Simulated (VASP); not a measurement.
A run of VASP 6.6.1 is set up as follows.

Contents of INCAR:

```
SYSTEM = InAs
PREC     = Accurate       ! precision mode
ENCUT    = 600            ! plane-wave cutoff, eV
EDIFF    = 1E-7           ! SCF threshold, eV
ISMEAR   = -1             ! smearing method
SIGMA    = 0.05           ! smearing width, eV
LREAL    = .FALSE.        ! projectors in reciprocal space
LASPH    = .TRUE.         ! aspherical terms in the spheres
NELM     = 80             ! most SCF steps
ALGO     = Normal         ! electronic algorithm
ISIF     = 3              ! what is computed and relaxed
LWAVE    = .FALSE.        ! write WAVECAR
LCHARG   = .FALSE.        ! write CHGCAR
GGA      = RE             ! functional
IBRION   = 2              ! ionic algorithm
NSW      = 60             ! ionic steps
EDIFFG   = -0.01          ! ionic threshold
```

The input KPOINTS:

```
regular mesh
0
G
  8 8 8
  0 0 0
```

File POSCAR:

```
InAs
1.0
    0.0000000000      2.8773040000      2.8773040000
    2.8773040000      0.0000000000      2.8773040000
    2.8773040000      2.8773040000      0.0000000000
In As
1 1
Direct
    0.5000000000      0.5000000000      0.5000000000
    0.0000000000      0.0000000000      0.0000000000
```

Potentials or basis: VASP PAW PBE potentials, release 64 (In_d, As).

The run is started by

```console
$ cat potpaw_PBE.64/In_d/POTCAR potpaw_PBE.64/As/POTCAR > POTCAR
$ mpirun -np 1 vasp_std > vasp.out
```

Task: Predict the relaxed volume.

Result: 24.33 Å³/atom.

Task: Estimate the band gap on the k mesh.

Result: Zero (band 9 reaches 6.10 eV, above the bottom of band 10 at 3.61 eV).

The path:
| step | energy change (eV) | largest force (eV/Å) | pressure (GPa) | volume (Å³) |
| --- | --- | --- | --- | --- |
| 1 | 0.0000 | 0.0000 | 1.29 | 47.64 |
| 2 | -0.0037 | 0.0000 | -0.35 | 48.97 |
| 3 | -0.0040 | 0.0000 | 0.01 | 48.67 |

Caveat: the PAW data sets were made with another functional, which shifts forces and pressure a little; spin-orbit coupling is left out, which moves the levels of the heavy elements.
